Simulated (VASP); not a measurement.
# GaN (rocksalt type) (Fm-3m) in VASP: notebook

Runs on GaN (rocksalt type). Level: PBE. Tasks: single point.

Program: VASP 6.6.1. These are calculated values, not measurements. Logs are shortened: lines on timing, memory, paths and dates and some standing lists are left out, and cuts for length are marked.

## Step 1: The cell of the first run

The structure is cubic, space group Fm-3m (No. 225). The conventional cell has a = 4.091 Å, b = 4.091 Å, c = 4.091 Å, α = 90.00°, β = 90.00°, γ = 90.00°. Within 2.7 Å of Ga (site symmetry m-3m) lie 6 N at 2.05 Å. Within 2.7 Å of N (site symmetry m-3m) lie 6 Ga at 2.05 Å.

## Step 2: Single point, PBE (volume scaled by 0.88)

Contents of INCAR:

```
SYSTEM = GaN
PREC = Accurate ; ENCUT = 520
EDIFF = 1E-7 ; ISMEAR = -1
SIGMA = 0.1 ; LREAL = .FALSE.
LASPH = .TRUE. ; NELM = 60
ALGO = Normal ; ISIF = 2
LWAVE = .FALSE. ; LCHARG = .FALSE.
GGA = PE ; NBANDS = 16
```

Contents of KPOINTS:

```
regular mesh
0
G
  15 15 15
  0 0 0
```

Contents of POSCAR:

```
GaN
1.0
    0.0000000000      2.0452898782      2.0452898782
    2.0452898782      0.0000000000      2.0452898782
    2.0452898782      2.0452898782      0.0000000000
Ga N
1 1
Direct
    0.0000000000      0.0000000000      0.0000000000
    0.5000000000      0.5000000000      0.5000000000
```

Potentials or basis: VASP PAW PBE potentials, release 64 (Ga_d, N).

Run with:

```sh
$ cat potpaw_PBE.64/Ga_d/POTCAR potpaw_PBE.64/N/POTCAR > POTCAR
$ mpirun -np 1 vasp_std > vasp.out
```

OUTCAR:

```text
SYSTEM = GaN
   PREC = Accurate
   ENCUT = 520
   EDIFF = 1E-7
   ISMEAR = -1
   LREAL = .FALSE.
   LASPH = .TRUE.
   NELM = 60
   ISIF = 2
   GGA = PE

 ion  position               nearest neighbor table
   1  0.000  0.000  0.000-   2 2.05   2 2.05   2 2.05   2 2.05   2 2.05   2 2.05
   2  0.500  0.500  0.500-   1 2.05   1 2.05   1 2.05   1 2.05   1 2.05   1 2.05

  LATTYP: Found a face centered cubic cell.
 ALAT       =     4.0905797564

  Lattice vectors:

 A1 = (   0.0000000000,   2.0452898782,   2.0452898782)
 A2 = (   2.0452898782,   0.0000000000,   2.0452898782)
 A3 = (   2.0452898782,   2.0452898782,   0.0000000000)

Analysis of symmetry for initial positions (statically):
=====================================================================
 Subroutine PRICEL returns:
 Original cell was already a primitive cell.

 Routine SETGRP: Setting up the symmetry group for a
 face centered cubic supercell.

 Subroutine GETGRP returns: Found 48 space group operations
 (whereof 48 operations were pure point group operations)
 out of a pool of 48 trial point group operations.

The static configuration has the point symmetry O_h .

Analysis of symmetry for dynamics (positions and initial velocities):
=====================================================================
 Subroutine PRICEL returns:
 Original cell was already a primitive cell.

 Routine SETGRP: Setting up the symmetry group for a
 face centered cubic supercell.

 Subroutine GETGRP returns: Found 48 space group operations
 (whereof 48 operations were pure point group operations)
 out of a pool of 48 trial point group operations.

The dynamic configuration has the point symmetry O_h .

 Subroutine INISYM returns: Found 48 space group operations
 (whereof 48 operations are pure point group operations),
 and found     1 'primitive' translations

----------------------------------------------------------------------------------------

                                     Primitive cell

  volume of cell :      17.1118

  direct lattice vectors                    reciprocal lattice vectors
     0.000000000  2.045289878  2.045289878    -0.244464125  0.244464125  0.244464125
     2.045289878  0.000000000  2.045289878     0.244464125 -0.244464125  0.244464125
     2.045289878  2.045289878  0.000000000     0.244464125  0.244464125 -0.244464125

  length of vectors
     2.892476685  2.892476685  2.892476685     0.423424285  0.423424285  0.423424285

  position of ions in fractional coordinates (direct lattice)
     0.000000000  0.000000000  0.000000000
     0.500000000  0.500000000  0.500000000

  ion indices of the primitive-cell ions
   primitive index   ion index
                 1           1
                 2           2

----------------------------------------------------------------------------------------

 KPOINTS: regular mesh

Automatic generation of k-mesh.
 Grid dimensions read from file:
 generate k-points for:   15   15   15

 Generating k-lattice:

  Cartesian coordinates                     Fractional coordinates (reciprocal lattice)
    -0.016297608  0.016297608  0.016297608     0.066666667  0.000000000  0.000000000
     0.016297608 -0.016297608  0.016297608     0.000000000  0.066666667  0.000000000
     0.016297608  0.016297608 -0.016297608     0.000000000  0.000000000  0.066666667

  Length of vectors
     0.028228286  0.028228286  0.028228286

  Shift w.r.t. Gamma in fractional coordinates (k-lattice)
     0.000000000  0.000000000  0.000000000

 Subroutine IBZKPT returns following result:
 ===========================================

 Found    120 irreducible k-points:

 Following reciprocal coordinates:
            Coordinates               Weight
  0.000000  0.000000  0.000000      1.000000
  0.066667  0.000000  0.000000      8.000000
  0.133333  0.000000  0.000000      8.000000
  0.200000  0.000000  0.000000      8.000000
  0.266667  0.000000  0.000000      8.000000
  0.333333  0.000000  0.000000      8.000000
[... 16 lines left out ...]
  0.133333  0.133333  0.000000      6.000000
  0.200000  0.133333  0.000000     24.000000
 [... further k-points ...]
   k-points           NKPTS =    120   k-points in BZ     NKDIM =    120   number of bands    NBANDS=     16
   number of dos      NEDOS =    301   number of ions     NIONS =      2
   total plane-waves  NPLWV =  13824
   dimension x,y,z NGX =    24 NGY =   24 NGZ =   24
   dimension x,y,z NGXF=    48 NGYF=   48 NGZF=   48
   ions per type =               1   1
   NGX,Y,Z   is equivalent  to a cutoff of  13.79, 13.79, 13.79 a.u.
   NGXF,Y,Z  is equivalent  to a cutoff of  27.59, 27.59, 27.59 a.u.
 SYSTEM =  GaN
   PREC   = accura    normal or accurate (medium, high low for compatibility)
   ISTART =      0    job   : 0-new  1-cont  2-samecut
   ICHARG =      2    charge: 1-file 2-atom 10-const
   ISPIN  =      1    spin polarized calculation?
   LNONCOLLINEAR =      F non collinear calculations
   LSORBIT =      F    spin-orbit coupling
   LASPH  =      T    aspherical Exc in radial PAW
   ENCUT  =  520.0 eV  38.22 Ry    6.18 a.u.   5.38  5.38  5.38*2*pi/ulx,y,z
   NELM   =     60;   NELMIN=  2; NELMDL= -5     # of ELM steps
   EDIFF  = 0.1E-06   stopping-criterion for ELM
   LREAL  =      F    real-space projection
   EDIFFG = 0.1E-05   stopping-criterion for IOM
   NSW    =      0    number of steps for IOM
   IBRION =     -1    ionic relax: 0-MD 1-quasi-New 2-CG
   NFREE  =      0    steps in history (QN), initial steepest desc. (CG)
   ISIF   =      2    stress and relaxation
   ISYM   =      2    0-nonsym 1-usesym 2-fastsym
   POTIM  = 0.5000    time-step for ionic-motion
   TEBEG  =    0.0;   TEEND  =   0.0 temperature during run
   PSTRESS=    0.0 pullay stress
   NELECT =      18.0000    total number of electrons
   NUPDOWN=      -1.0000    fix difference up-down
   EMIN   =  10.00;   EMAX   =-10.00  energy-range for DOS
   EFERMI =   0.00;   METHOD = LEGACY
   ISMEAR =    -1;   SIGMA  =   0.10  broadening in eV -4-tet -1-fermi 0-gaus
   EFERMI_NEDOS =   21; number of points for ismear=-14 and -15
   IALGO  =     38    algorithm
   IMIX   =      4    mixing-type and parameters
     AMIX     =   0.40;   BMIX     =  1.00
     AMIX_MAG =   1.60;   BMIX_MAG =  1.00
  volume/ion in A,a.u.               =       8.56        57.74
  Fermi-wavevector in a.u.,A,eV,Ry     =   1.664948  3.146296 37.716077  2.772053
  Thomas-Fermi vector in A             =   2.751404
   LORBIT       =      0    0 simple, 1 ext, 2 COOP (PROOUT), +10 PAW based schemes
   GGA     = PE    functional components
   LHFCALC =     F    Hartree Fock is set to
   AEXX    =    0.0000 exact exchange contribution
   IVDW    =     0    specifies the selected vdW correction
   LEPSILON=     F    determine dielectric tensor
   LRPA    =     F    only Hartree local field effects (RPA)
 non-spin polarized calculation
  energy-cutoff  :      520.00
  volume of cell :       17.11
 maximum number of plane-waves:       477
 NGX is ok and might be reduce to    24
   NGX = 11   NGY = 11   NGZ = 11

 number of electron      18.0000003 magnetization

 Free energy of the ion-electron system (eV)
  ---------------------------------------------------
  ext. energy  EPLUGINS =         0.00000000
  ---------------------------------------------------
  free energy    TOTEN  =       -10.96049670 eV

  energy without entropy =      -10.96046049  energy(sigma->0) =      -10.96047859

 E-fermi :   9.9832     XC(G=0): -13.6492

 val. band max:        9.1761073567   @ k =  -0.2000   0.1333   0.0000
 cond. band min:      10.5075041597   @ k =   0.4667   0.4667   0.0000
 fundamental gap:      1.3313968030
 Fermi energy:         9.9832291309

 k-point     1 :       0.0000    0.0000    0.0000
  band No.  band energies     occupation
      1      -9.1537      2.00000
      2      -4.7862      2.00000
      3      -4.7862      2.00000
      4      -4.7862      2.00000
      5      -4.6645      2.00000
      6      -4.6645      2.00000
[... 8 lines left out ...]
     15      26.4790      0.00000
     16      26.4790      0.00000

 k-point     2 :       0.0667    0.0000    0.0000
  band No.  band energies     occupation
      1      -9.0579      2.00000
      2      -4.7919      2.00000
      3      -4.7796      2.00000
      4      -4.7796      2.00000
      5      -4.6741      2.00000
      6      -4.6741      2.00000
[... 8 lines left out ...]
     15      26.2188      0.00000
     16      26.2188      0.00000

 k-point     3 :       0.1333    0.0000    0.0000
  band No.  band energies     occupation
      1      -8.7738      2.00000
      2      -4.8081      2.00000
      3      -4.7757      2.00000
      4      -4.7757      2.00000
      5      -4.6858      2.00000
      6      -4.6858      2.00000
[... 8 lines left out ...]
     15      26.3293      0.00000
     16      26.3293      0.00000

 k-point     4 :       0.2000    0.0000    0.0000
  band No.  band energies     occupation
      1      -8.3138      2.00000
      2      -4.8334      2.00000
      3      -4.8124      2.00000
      4      -4.8124      2.00000
      5      -4.6598      2.00000
      6      -4.6598      2.00000
[... 8 lines left out ...]
     15      27.0940      0.00000
     16      27.0940      0.00000

 k-point     5 :       0.2667    0.0000    0.0000
  band No.  band energies     occupation
      1      -7.7023      2.00000
      2      -4.8736      2.00000
      3      -4.8736      2.00000
      4      -4.8668      2.00000
      5      -4.6097      2.00000
      6      -4.6097      2.00000
[... 8 lines left out ...]
     15      28.2801      0.00000
     16      28.2801      0.00000

 k-point     6 :       0.3333    0.0000    0.0000
  band No.  band energies     occupation
      1      -6.9866      2.00000
      2      -4.9352      2.00000
      3      -4.9352      2.00000
      4      -4.9114      2.00000
      5      -4.5575      2.00000
      6      -4.5575      2.00000
[... 8 lines left out ...]
     15      29.7880      0.00000
     16      29.7880      0.00000

 k-point     7 :       0.4000    0.0000    0.0000
  band No.  band energies     occupation
      1      -6.2573      2.00000
      2      -4.9837      2.00000
      3      -4.9837      2.00000
      4      -4.9812      2.00000
      5      -4.5155      2.00000
      6      -4.5155      2.00000
[... 8 lines left out ...]
     15      31.5415      0.00000
     16      31.5415      0.00000

 k-point     8 :       0.4667    0.0000    0.0000
  band No.  band energies     occupation
      1      -5.6896      2.00000
      2      -5.1014      2.00000
      3      -5.0102      2.00000
      4      -5.0102      2.00000
      5      -4.4923      2.00000
      6      -4.4923      2.00000
[... 8 lines left out ...]
     15      33.3265      0.00000
     16      33.3265      0.00000

 k-point     9 :       0.0667    0.0667    0.0000
  band No.  band energies     occupation
      1      -9.0268      2.00000
      2      -4.7969      2.00000
      3      -4.7745      2.00000
      4      -4.7745      2.00000
      5      -4.6972      2.00000
      6      -4.6584      2.00000
[... 8 lines left out ...]
     15      27.4855      0.00000
     16      27.4949      0.00000
[... 172 lines left out ...]
 k-point    19 :      -0.2667    0.0667    0.0000
  band No.  band energies     occupation
      1      -7.4196      2.00000
      2      -4.9161      2.00000
      3      -4.9051      2.00000
      4      -4.8477      2.00000
      5      -4.6200      2.00000
      6      -4.5342      2.00000
[... 8 lines left out ...]
     15      27.6986      0.00000
     16      30.0858      0.00000

 k-point    20 :      -0.2000    0.0667    0.0000
  band No.  band energies     occupation
      1      -8.0552      2.00000
      2      -4.8523      2.00000
      3      -4.8404      2.00000
      4      -4.8243      2.00000
      5      -4.6770      2.00000
      6      -4.5920      2.00000
[... 8 lines left out ...]
     15      26.5523      0.00000
     16      28.8450      0.00000

 k-point    21 :      -0.1333    0.0667    0.0000
  band No.  band energies     occupation
      1      -8.5602      2.00000
      2      -4.8199      2.00000
      3      -4.7879      2.00000
      4      -4.7777      2.00000
      5      -4.7229      2.00000
      6      -4.6388      2.00000
[... 8 lines left out ...]
     15      26.6770      0.00000
     16      27.8822      0.00000

 k-point    22 :      -0.0667    0.0667    0.0000
  band No.  band energies     occupation
      1      -8.9001      2.00000
      2      -4.8018      2.00000
      3      -4.7738      2.00000
      4      -4.7679      2.00000
      5      -4.7099      2.00000
      6      -4.6624      2.00000
[... 8 lines left out ...]
     15      26.5564      0.00000
     16      27.1413      0.00000

 k-point    23 :       0.1333    0.1333    0.0000
  band No.  band energies     occupation
      1      -8.6618      2.00000
      2      -4.8272      2.00000
      3      -4.7718      2.00000
      4      -4.7394      2.00000
      5      -4.7394      2.00000
      6      -4.6409      2.00000
[... 8 lines left out ...]
     15      29.5238      0.00000
     16      29.5238      0.00000

 k-point    24 :       0.2000    0.1333    0.0000
  band No.  band energies     occupation
      1      -8.3445      2.00000
      2      -4.8474      2.00000
      3      -4.8176      2.00000
      4      -4.7292      2.00000
      5      -4.6996      2.00000
      6      -4.6230      2.00000
[... 8 lines left out ...]
     15      29.6674      0.00000
     16      30.1515      0.00000

 [... further k-points ...]

------------------------ aborting loop because EDIFF is reached ----------------------------------------

  FORCE on cell =-STRESS in cart. coord.  units (eV):
  Direction    XX          YY          ZZ          XY          YZ          ZX
  --------------------------------------------------------------------------------------
  -------------------------------------------------------------------------------------
  Total        3.9382426      3.9382426      3.9382426      0.0000000     -0.0000000      0.0000000
  in kB      368.7384674    368.7384674    368.7384674      0.0000000     -0.0000000      0.0000000
  external PRESSURE =     368.7384674 kB  Pullay stress =       0.0000000 kB

 VOLUME and BASIS-vectors are now :
 -----------------------------------------------------------------------------
  energy-cutoff  :      520.00
  volume of cell :       17.11
      direct lattice vectors                 reciprocal lattice vectors
     0.000000000  2.045289878  2.045289878    -0.244464125  0.244464125  0.244464125
     2.045289878  0.000000000  2.045289878     0.244464125 -0.244464125  0.244464125
     2.045289878  2.045289878  0.000000000     0.244464125  0.244464125 -0.244464125

 POSITION                                       TOTAL-FORCE (eV/Angst)
 -----------------------------------------------------------------------------------
      0.00000      0.00000      0.00000         0.000000      0.000000      0.000000
      2.04529      2.04529      2.04529        -0.000000     -0.000000     -0.000000
 -----------------------------------------------------------------------------------
    total drift:                                0.000000     -0.000000     -0.000000

  FREE ENERGIE OF THE ION-ELECTRON SYSTEM (eV)
  ---------------------------------------------------
  free  energy   TOTEN  =       -10.9604966972 eV

  energy  without entropy=      -10.9604604926  energy(sigma->0) =      -10.96047859
```

It took 18 s on 1 thread of Intel Xeon 6975P-C, shared host; peak memory 0.16 GiB.

What came out:

```
Free energy            : -10.9605 eV
Pressure               : 36.9 GPa
Band gap on the k mesh : 1.33 eV, indirect (least direct gap 4.06 eV)
```

Levels at points of the mesh, in eV from the valence-band top:
| k point | band 5 | band 6 | band 7 | band 8 | band 9 | band 10 | band 11 | band 12 | band 13 | band 14 |
| --- | --- | --- | --- | --- | --- | --- | --- | --- | --- | --- |
| (0.00, 0.00, 0.00) | -13.84 | -13.84 | -0.62 | -0.62 | -0.62 | 3.43 | 15.32 | 15.32 | 15.32 | 16.44 |

 A k mesh can miss the band edges.

## Step 3: Single point, PBE (volume scaled by 0.88)

Contents of INCAR:

```
ALGO     = Normal         # electronic algorithm
EDIFF    = 1E-6           # SCF threshold, eV
ENCUT    = 520            # plane-wave cutoff, eV
GGA      = PE             # functional
ISIF     = 2              # what is computed and relaxed
ISMEAR   = -1             # smearing method
LASPH    = T              # aspherical terms in the spheres
LCHARG   = F              # write CHGCAR
LREAL    = F              # projectors in reciprocal space
LWAVE    = F              # write WAVECAR
NBANDS   = 16             # bands
NELM     = 80             # most SCF steps
PREC     = Accurate       # precision mode
SIGMA    = 0.1            # smearing width, eV
```

Contents of KPOINTS:

```
k-points
0
Gamma
  15 15 15
```

POSCAR is that of step 2.

Potentials or basis: VASP PAW PBE potentials, release 64 (Ga_d, N).

Run with:

```sh
$ cat potpaw_PBE.64/Ga_d/POTCAR potpaw_PBE.64/N/POTCAR > POTCAR
$ mpirun -np 1 vasp_std > vasp.out
```

Run time: 19 s. Hardware: 1 thread of Intel Xeon 6975P-C, shared host; peak memory 0.16 GiB.

The run converged. Its results:

```
Free energy            : -10.9605 eV
Pressure               : 36.9 GPa
Band gap on the k mesh : 1.33 eV, indirect (least direct gap 4.06 eV)
```

Levels at points of the mesh, in eV from the valence-band top:
```tsv
k point	band 5	band 6	band 7	band 8	band 9	band 10	band 11	band 12	band 13	band 14
(0.00, 0.00, 0.00)	-13.84	-13.84	-0.62	-0.62	-0.62	3.43	15.32	15.32	15.32	16.44
```

## Step 4: Single point, PBE (volume scaled by 0.94)

Contents of INCAR:

```
SYSTEM = GaN
  PREC = Accurate
  ENCUT = 520
  EDIFF = 1E-6
  ISMEAR = -1
  SIGMA = 0.1
  LREAL = .False.
  LASPH = .True.
  NELM = 60
  ALGO = Normal
  ISIF = 2
  LWAVE = .False.
  LCHARG = .False.
  GGA = PE
  NBANDS = 16
```

Contents of KPOINTS:

```
regular mesh
0
Gamma
  15 15 15
  0 0 0
```

Contents of POSCAR:

```
GaN
1.0
    0.0000000000      2.0907555722      2.0907555722
    2.0907555722      0.0000000000      2.0907555722
    2.0907555722      2.0907555722      0.0000000000
Ga N
1 1
Direct
    0.0000000000      0.0000000000      0.0000000000
    0.5000000000      0.5000000000      0.5000000000
```

Run with:

```sh
$ cat potpaw_PBE.64/Ga_d/POTCAR potpaw_PBE.64/N/POTCAR > POTCAR
$ mpirun -np 1 vasp_std > vasp.out
```

Run time: 21 s. Hardware: 1 thread of Intel Xeon 6975P-C, shared host; peak memory 0.16 GiB.

Results (log left out):

```
Free energy            : -11.1489 eV
Pressure               : 15.8 GPa
Band gap on the k mesh : 0.88 eV, indirect (least direct gap 3.16 eV)
```

Levels at points of the mesh, in eV from the valence-band top:
```tsv
k point	band 5	band 6	band 7	band 8	band 9	band 10	band 11	band 12	band 13	band 14
(0.00, 0.00, 0.00)	-13.87	-13.87	-0.54	-0.54	-0.54	2.62	14.92	14.92	14.92	16.21
```

 A k mesh can miss the band edges.
